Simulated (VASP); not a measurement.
# Na (Im-3m) in VASP: further runs

Na is run at these levels: PBE; tasks: relaxation of cell and atoms, single point.

Everything below comes from runs of VASP 6.6.1. Logs are shortened: lines on timing, memory, paths and dates and some standing lists are left out, and cuts for length are marked.

## 1. The cell of the first run

Symmetry: Im-3m, No. 229, cubic system. Conventional cell: a = 4.282 Å, b = 4.282 Å, c = 4.282 Å, α = 90.00°, β = 90.00°, γ = 90.00°. Na (site symmetry m-3m) has 14 Na at 3.71 to 4.28 Å within 4.9 Å.

## 2. Relaxation of cell and atoms, PBE

INCAR

```
SYSTEM = Na
ALGO     = Fast           ! electronic algorithm
EDIFF    = 1E-6           ! SCF threshold, eV
EDIFFG   = -0.005         ! ionic threshold
ENCUT    = 600            ! plane-wave cutoff, eV
GGA      = PE             ! functional
IBRION   = 2              ! ionic algorithm
ISIF     = 3              ! what is computed and relaxed
ISMEAR   = 0              ! smearing method
LASPH    = .TRUE.         ! aspherical terms in the spheres
LCHARG   = .FALSE.        ! write CHGCAR
LREAL    = .FALSE.        ! projectors in reciprocal space
LWAVE    = .FALSE.        ! write WAVECAR
NELM     = 60             ! most SCF steps
NSW      = 100            ! ionic steps
PREC     = Accurate       ! precision mode
SIGMA    = 0.1            ! smearing width, eV
```

KPOINTS

```
k-points
0
G
  14 14 14
  0 0 0
```

POSCAR

```
Na
1.0
   -2.1410000000      2.1410000000      2.1410000000
    2.1410000000     -2.1410000000      2.1410000000
    2.1410000000      2.1410000000     -2.1410000000
Na
1
Direct
    0.0000000000      0.0000000000      0.0000000000
```

Potentials or basis: VASP PAW PBE potentials, release 64 (Na_pv).

Run with:

```
$ cat potpaw_PBE.64/Na_pv/POTCAR > POTCAR
$ mpirun -np 1 vasp_std > vasp.out
```

OUTCAR:

```text
SYSTEM = Na
   EDIFF = 1E-6
   EDIFFG = -0.005
   ENCUT = 600
   GGA = PE
   IBRION = 2
   ISIF = 3
   ISMEAR = 0
   LASPH = .TRUE.
   LREAL = .FALSE.
   NELM = 60
   NSW = 100
   PREC = Accurate

 ion  position               nearest neighbor table
   1  0.000  0.000  0.000-

  LATTYP: Found a body centered cubic cell.
 ALAT       =     4.2820000000

  Lattice vectors:

 A1 = (  -2.1410000000,   2.1410000000,   2.1410000000)
 A2 = (   2.1410000000,  -2.1410000000,   2.1410000000)
 A3 = (   2.1410000000,   2.1410000000,  -2.1410000000)

Analysis of symmetry for initial positions (statically):
=====================================================================
 Subroutine PRICEL returns:
 Original cell was already a primitive cell.

 Routine SETGRP: Setting up the symmetry group for a
 body centered cubic supercell.

 Subroutine GETGRP returns: Found 48 space group operations
 (whereof 48 operations were pure point group operations)
 out of a pool of 48 trial point group operations.

The static configuration has the point symmetry O_h .

Analysis of symmetry for dynamics (positions and initial velocities):
=====================================================================
 Subroutine PRICEL returns:
 Original cell was already a primitive cell.

 Routine SETGRP: Setting up the symmetry group for a
 body centered cubic supercell.

 Subroutine GETGRP returns: Found 48 space group operations
 (whereof 48 operations were pure point group operations)
 out of a pool of 48 trial point group operations.

The dynamic configuration has the point symmetry O_h .

 Subroutine INISYM returns: Found 48 space group operations
 (whereof 48 operations are pure point group operations),
 and found     1 'primitive' translations

----------------------------------------------------------------------------------------

                                     Primitive cell

  volume of cell :      39.2564

  direct lattice vectors                    reciprocal lattice vectors
    -2.141000000  2.141000000  2.141000000     0.000000000  0.233535731  0.233535731
     2.141000000 -2.141000000  2.141000000     0.233535731  0.000000000  0.233535731
     2.141000000  2.141000000 -2.141000000     0.233535731  0.233535731  0.000000000

  length of vectors
     3.708320779  3.708320779  3.708320779     0.330269398  0.330269398  0.330269398

  position of ions in fractional coordinates (direct lattice)
     0.000000000  0.000000000  0.000000000

  ion indices of the primitive-cell ions
   primitive index   ion index
                 1           1

----------------------------------------------------------------------------------------

 KPOINTS: k-points

Automatic generation of k-mesh.
 Grid dimensions read from file:
 generate k-points for:   14   14   14

 Generating k-lattice:

  Cartesian coordinates                     Fractional coordinates (reciprocal lattice)
     0.000000000  0.016681124  0.016681124     0.071428571  0.000000000  0.000000000
     0.016681124  0.000000000  0.016681124     0.000000000  0.071428571  0.000000000
     0.016681124  0.016681124  0.000000000     0.000000000  0.000000000  0.071428571

  Length of vectors
     0.023590671  0.023590671  0.023590671

  Shift w.r.t. Gamma in fractional coordinates (k-lattice)
     0.000000000  0.000000000  0.000000000

 Subroutine IBZKPT returns following result:
 ===========================================

 Found    104 irreducible k-points:

 Following reciprocal coordinates:
            Coordinates               Weight
  0.000000  0.000000  0.000000      1.000000
  0.071429  0.000000  0.000000     12.000000
  0.142857  0.000000  0.000000     12.000000
  0.214286  0.000000  0.000000     12.000000
  0.285714  0.000000  0.000000     12.000000
  0.357143  0.000000  0.000000     12.000000
[... 16 lines left out ...]
  0.285714  0.285714  0.000000     24.000000
  0.357143  0.285714  0.000000     24.000000
 [... further k-points ...]
   k-points           NKPTS =    104   k-points in BZ     NKDIM =    104   number of bands    NBANDS=      7
   number of dos      NEDOS =    301   number of ions     NIONS =      1
   total plane-waves  NPLWV =  27000
   dimension x,y,z NGX =    30 NGY =   30 NGZ =   30
   dimension x,y,z NGXF=    60 NGYF=   60 NGZF=   60
   ions per type =               1
   NGX,Y,Z   is equivalent  to a cutoff of  13.45, 13.45, 13.45 a.u.
   NGXF,Y,Z  is equivalent  to a cutoff of  26.90, 26.90, 26.90 a.u.
 SYSTEM =  Na
   PREC   = accura    normal or accurate (medium, high low for compatibility)
   ISTART =      0    job   : 0-new  1-cont  2-samecut
   ICHARG =      2    charge: 1-file 2-atom 10-const
   ISPIN  =      1    spin polarized calculation?
   LNONCOLLINEAR =      F non collinear calculations
   LSORBIT =      F    spin-orbit coupling
   LASPH  =      T    aspherical Exc in radial PAW
   ENCUT  =  600.0 eV  44.10 Ry    6.64 a.u.   7.41  7.41  7.41*2*pi/ulx,y,z
   NELM   =     60;   NELMIN=  2; NELMDL= -5     # of ELM steps
   EDIFF  = 0.1E-05   stopping-criterion for ELM
   LREAL  =      F    real-space projection
   EDIFFG = -.5E-02   stopping-criterion for IOM
   NSW    =    100    number of steps for IOM
   IBRION =      2    ionic relax: 0-MD 1-quasi-New 2-CG
   NFREE  =      1    steps in history (QN), initial steepest desc. (CG)
   ISIF   =      3    stress and relaxation
   ISYM   =      2    0-nonsym 1-usesym 2-fastsym
   POTIM  = 0.5000    time-step for ionic-motion
   TEBEG  =    0.0;   TEEND  =   0.0 temperature during run
   PSTRESS=    0.0 pullay stress
   NELECT =       7.0000    total number of electrons
   NUPDOWN=      -1.0000    fix difference up-down
   EMIN   =  10.00;   EMAX   =-10.00  energy-range for DOS
   EFERMI =   0.00;   METHOD = LEGACY
   ISMEAR =     0;   SIGMA  =   0.10  broadening in eV -4-tet -1-fermi 0-gaus
   EFERMI_NEDOS =   21; number of points for ismear=-14 and -15
   IALGO  =     68    algorithm
   IMIX   =      4    mixing-type and parameters
     AMIX     =   0.40;   BMIX     =  1.00
     AMIX_MAG =   1.60;   BMIX_MAG =  1.00
  volume/ion in A,a.u.               =      39.26       264.91
  Fermi-wavevector in a.u.,A,eV,Ry     =   0.921448  1.741284 11.552251  0.849066
  Thomas-Fermi vector in A             =   2.046866
   LORBIT       =      0    0 simple, 1 ext, 2 COOP (PROOUT), +10 PAW based schemes
   GGA     = PE    functional components
   LHFCALC =     F    Hartree Fock is set to
   AEXX    =    0.0000 exact exchange contribution
   IVDW    =     0    specifies the selected vdW correction
   LEPSILON=     F    determine dielectric tensor
   LRPA    =     F    only Hartree local field effects (RPA)
 conjugate gradient relaxation of ions
 non-spin polarized calculation
 RMM-DIIS sequential band-by-band and
 Gauss-broadening in eV      SIGMA  =   0.10
  energy-cutoff  :      600.00
  volume of cell :       39.26
 maximum number of plane-waves:      1326
 NGX is ok and might be reduce to    30
   NGX = 15   NGY = 15   NGZ = 15

--------------------------------------- Ionic step        1  -------------------------------------------

 number of electron       7.0000007 magnetization

 Free energy of the ion-electron system (eV)
  ---------------------------------------------------
  ext. energy  EPLUGINS =         0.00000000
  ---------------------------------------------------
  free energy    TOTEN  =        -1.30907870 eV

  energy without entropy =       -1.30599245  energy(sigma->0) =       -1.30753558

------------------------ aborting loop because EDIFF is reached ----------------------------------------

  FORCE on cell =-STRESS in cart. coord.  units (eV):
  Direction    XX          YY          ZZ          XY          YZ          ZX
  --------------------------------------------------------------------------------------
  -------------------------------------------------------------------------------------
  Total       -0.0999148     -0.0999148     -0.0999148      0.0000000     -0.0000000      0.0000000
  in kB       -4.0778422     -4.0778422     -4.0778422      0.0000000     -0.0000000      0.0000000
  external PRESSURE =      -4.0778422 kB  Pullay stress =       0.0000000 kB
[... 86 lines left out ...]
  FREE ENERGIE OF THE ION-ELECTRON SYSTEM (eV)
  ---------------------------------------------------
  free  energy   TOTEN  =        -1.3113582020 eV

  energy  without entropy=       -1.3083000023  energy(sigma->0) =       -1.30982910

[... ionic steps 4 to 8 ...]

--------------------------------------- Ionic step        9  -------------------------------------------

 number of electron       6.9999992 magnetization

------------------------ aborting loop because EDIFF is reached ----------------------------------------

  FORCE on cell =-STRESS in cart. coord.  units (eV):
  Direction    XX          YY          ZZ          XY          YZ          ZX
  --------------------------------------------------------------------------------------
  -------------------------------------------------------------------------------------
  Total       -0.0121004     -0.0121004     -0.0121004     -0.0000000      0.0000000     -0.0000000
  in kB       -0.5254937     -0.5254937     -0.5254937     -0.0000000      0.0000000     -0.0000000
  external PRESSURE =      -0.5254937 kB  Pullay stress =       0.0000000 kB
[... 55 lines left out ...]
  energy  without entropy=       -1.3092176385  energy(sigma->0) =       -1.31073033

--------------------------------------- Ionic step       11  -------------------------------------------

 number of electron       6.9999991 magnetization

 Free energy of the ion-electron system (eV)
  ---------------------------------------------------
  ext. energy  EPLUGINS =         0.00000000
  ---------------------------------------------------
  free energy    TOTEN  =        -1.31224498 eV

  energy without entropy =       -1.30921916  energy(sigma->0) =       -1.31073207

 E-fermi :   0.3209     XC(G=0):  -6.5165

 val. band max:        0.2937859138   @ k =  -0.3571   0.4286   0.1429
 cond. band min:       0.3748838570   @ k =   0.3571   0.0714   0.0714
 fundamental gap:      0.0810979432
 Fermi energy:         0.3208981703

 k-point     1 :       0.0000    0.0000    0.0000
  band No.  band energies     occupation
      1     -24.5526      2.00000
      2     -24.5526      2.00000
      3     -24.5526      2.00000
      4      -2.9447      2.00000
      5      12.1134      0.00000
      6      12.1134      0.00000
      7      12.1134      0.00000
[... 221 lines left out ...]
 k-point    24 :       0.3571    0.2857    0.0000
  band No.  band energies     occupation
      1     -24.5802      2.00000
      2     -24.5747      2.00000
      3     -24.5571      2.00000
      4       2.0631      0.00000
      5       2.4767      0.00000
      6       3.7538      0.00000
      7       8.3769      0.00000

 [... further k-points ...]

------------------------ aborting loop because EDIFF is reached ----------------------------------------

  FORCE on cell =-STRESS in cart. coord.  units (eV):
  Direction    XX          YY          ZZ          XY          YZ          ZX
  --------------------------------------------------------------------------------------
  -------------------------------------------------------------------------------------
  Total        0.0013982      0.0013982      0.0013982      0.0000000     -0.0000000      0.0000000
  in kB        0.0607617      0.0607617      0.0607617      0.0000000     -0.0000000      0.0000000
  external PRESSURE =       0.0607617 kB  Pullay stress =       0.0000000 kB
[... 16 lines left out ...]
  FREE ENERGIE OF THE ION-ELECTRON SYSTEM (eV)
  ---------------------------------------------------
  free  energy   TOTEN  =        -1.3122449788 eV

  energy  without entropy=       -1.3092191605  energy(sigma->0) =       -1.31073207

 reached required accuracy - stopping structural energy minimisation
```

It took 2.4 min on 1 thread of AMD EPYC 7R43 (Zen 3), shared host; peak memory 0.15 GiB.

Results:

```yaml
Free_energy: -1.3122 eV
Relaxed_volume: 36.87 Å³/atom
Relaxed_cell: a = 3.632 Å, b = 3.632 Å, c = 3.632 Å, α = 109.47°, β = 109.47°, γ = 109.47°
Space_group_after_relaxing_to_0.05_Å: Im-3m (No. 229)
Energy_gained_by_relaxing: 3.2 meV/atom
Ionic_steps: 11
Pressure_after_relaxing: 0.0 GPa
```

The path:
```
step  energy change (eV)  largest force (eV/Å)  pressure (GPa)  volume (Å³)
   1              0.0000                0.0000           -0.41        39.26
   2             -0.0013                0.0000           -0.31        38.69
   3             -0.0023                0.0000           -0.21        38.14
   4             -0.0032                0.0000           -0.15        37.06
   5             -0.0004                0.0000            0.54        34.97
   6             -0.0031                0.0000            0.15        36.57
   7             -0.0032                0.0000           -0.08        36.82
   8             -0.0031                0.0000            0.08        36.73
   9             -0.0032                0.0000           -0.05        36.89
  10             -0.0032                0.0000            0.04        36.85
  11             -0.0032                0.0000            0.01        36.87
```

Final structure:
```yaml
crystal:
  lattice:
    - [-2.09666, 2.09666, 2.09666]
    - [2.09666, -2.09666, 2.09666]
    - [2.09666, 2.09666, -2.09666]
  atoms:
    - { symbol: Na, position: [0.00000, 0.00000, 0.00000] }
```

Levels at points of the mesh, in eV from the Fermi level:
| k point | band 1 | band 2 | band 3 | band 4 | band 5 | band 6 | band 7 |
| --- | --- | --- | --- | --- | --- | --- | --- |
| (0.00, 0.00, 0.00) | -24.87 | -24.87 | -24.87 | -3.27 | 11.79 | 11.79 | 11.79 |
| (0.50, 0.00, 0.00) | -24.91 | -24.89 | -24.87 | 0.78 | 1.25 | 8.25 | 9.22 |
| (0.50, 0.50, 0.50) | -24.90 | -24.90 | -24.90 | 4.55 | 4.55 | 4.94 | 4.94 |

## 3. Single point, PBE (volume scaled by 0.88)

INCAR

```
PREC = Accurate ; ENCUT = 520
EDIFF = 1E-6 ; ISMEAR = 0
SIGMA = 0.1 ; LREAL = False
LASPH = True ; NELM = 60
ALGO = Normal ; ISIF = 2
LWAVE = False ; LCHARG = True
GGA = PE ; LELF = True
LVHAR = True ; NBANDS = 10
```

KPOINTS

```
regular mesh
0
Gamma
  14 14 14
```

POSCAR

```
Na
1.0
   -2.0075207831      2.0075207831      2.0075207831
    2.0075207831     -2.0075207831      2.0075207831
    2.0075207831      2.0075207831     -2.0075207831
Na
1
Direct
    0.0000000000      0.0000000000      0.0000000000
```

Potentials or basis: VASP PAW PBE potentials, release 64 (Na_pv).

Run with:

```
$ cat potpaw_PBE.64/Na_pv/POTCAR > POTCAR
$ mpirun -np 1 vasp_std > vasp.out
```

OUTCAR:

```text
PREC = Accurate
   ENCUT = 520
   EDIFF = 1E-6
   ISMEAR = 0
   LREAL = False
   LASPH = True
   NELM = 60
   ISIF = 2
   GGA = PE

 ion  position               nearest neighbor table
   1  0.000  0.000  0.000-

  LATTYP: Found a body centered cubic cell.
 ALAT       =     4.0150415662

  Lattice vectors:

 A1 = (  -2.0075207831,   2.0075207831,   2.0075207831)
 A2 = (   2.0075207831,  -2.0075207831,   2.0075207831)
 A3 = (   2.0075207831,   2.0075207831,  -2.0075207831)

Analysis of symmetry for initial positions (statically):
=====================================================================
 Subroutine PRICEL returns:
 Original cell was already a primitive cell.

 Routine SETGRP: Setting up the symmetry group for a
 body centered cubic supercell.

 Subroutine GETGRP returns: Found 48 space group operations
 (whereof 48 operations were pure point group operations)
 out of a pool of 48 trial point group operations.

The static configuration has the point symmetry O_h .

Analysis of symmetry for dynamics (positions and initial velocities):
[... 164 lines left out ...]

 k-point     1 :       0.0000    0.0000    0.0000
  band No.  band energies     occupation
      1     -24.0586      2.00000
      2     -24.0586      2.00000
      3     -24.0586      2.00000
      4      -2.8258      2.00000
      5      13.3930      0.00000
      6      13.3930      0.00000
      7      13.3930      0.00000
      8      14.4754      0.00000
      9      14.4754      0.00000
     10      15.0947      0.00000
[... 287 lines left out ...]
 k-point    24 :       0.3571    0.2857    0.0000
  band No.  band energies     occupation
      1     -24.1022      2.00000
      2     -24.0933      2.00000
      3     -24.0656      2.00000
      4       2.5739      0.00000
      5       3.0557      0.00000
      6       4.5268      0.00000
      7       9.5581      0.00000
      8      14.0188      0.00000
      9      14.9765      0.00000
     10      16.4255      0.00000

 [... further k-points ...]

------------------------ aborting loop because EDIFF is reached ----------------------------------------

  FORCE on cell =-STRESS in cart. coord.  units (eV):
  Direction    XX          YY          ZZ          XY          YZ          ZX
  --------------------------------------------------------------------------------------
  -------------------------------------------------------------------------------------
  Total        0.2585044      0.2585044      0.2585044      0.0000000     -0.0000000      0.0000000
  in kB       12.7978924     12.7978924     12.7978924      0.0000000     -0.0000000      0.0000000
  external PRESSURE =      12.7978924 kB  Pullay stress =       0.0000000 kB

 VOLUME and BASIS-vectors are now :
 -----------------------------------------------------------------------------
  energy-cutoff  :      520.00
  volume of cell :       32.36
      direct lattice vectors                 reciprocal lattice vectors
    -2.007520783  2.007520783  2.007520783     0.000000000  0.249063424  0.249063424
     2.007520783 -2.007520783  2.007520783     0.249063424  0.000000000  0.249063424
     2.007520783  2.007520783 -2.007520783     0.249063424  0.249063424  0.000000000

 POSITION                                       TOTAL-FORCE (eV/Angst)
 -----------------------------------------------------------------------------------
      0.00000      0.00000      0.00000         0.000000      0.000000      0.000000
 -----------------------------------------------------------------------------------
    total drift:                                0.000000     -0.000000      0.000000

  FREE ENERGIE OF THE ION-ELECTRON SYSTEM (eV)
  ---------------------------------------------------
  free  energy   TOTEN  =        -1.2948259034 eV

  energy  without entropy=       -1.2919165907  energy(sigma->0) =       -1.29337125
```

OSZICAR:

```text
N       E                     dE             d eps       ncg     rms          rms(c)
DAV:   1     0.286041220641E+02    0.28604E+02   -0.38629E+03  2082   0.617E+02
DAV:   2    -0.708761390454E+00   -0.29313E+02   -0.29139E+02  2158   0.152E+02
DAV:   3    -0.129189693259E+01   -0.58314E+00   -0.58258E+00  2586   0.228E+01
DAV:   4    -0.129603447386E+01   -0.41375E-02   -0.41373E-02  2432   0.185E+00
DAV:   5    -0.129608633429E+01   -0.51860E-04   -0.51860E-04  2398   0.204E-01    0.219E-01
DAV:   6    -0.129534552038E+01    0.74081E-03   -0.51287E-04  2468   0.270E-01    0.145E-01
DAV:   7    -0.129483078684E+01    0.51473E-03   -0.10078E-03  2358   0.323E-01    0.170E-02
DAV:   8    -0.129482594581E+01    0.48410E-05   -0.43081E-05  2510   0.109E-01    0.214E-03
DAV:   9    -0.129482590342E+01    0.42396E-07   -0.19525E-07  1458   0.438E-03
   1 F= -.12948259E+01 E0= -.12933712E+01  d E =-.290931E-02
```

stdout:

```text
POSCAR found type information on POSCAR Na
 POSCAR found :  1 types and       1 ions
 scaLAPACK will be used
 LDA part: xc-table for (Slater+PW92), standard interpolation
 POSCAR, INCAR and KPOINTS ok, starting setup
 FFT: planning ... GRIDC
 FFT: planning ... GRID_SOFT
 FFT: planning ... GRID
 WAVECAR not read
 entering main loop
```

It took 29 s on 1 thread of AMD EPYC 7R13 (Zen 3), shared host; peak memory 0.13 GiB.

What came out:

| Property | Result |
| --- | --- |
| Free energy | -1.2948 eV |
| Pressure | 1.3 GPa |

Caveat: the cell differs from its parent crystal (volume scaled by 0.88).

(Part 1 of 2 ends here.)
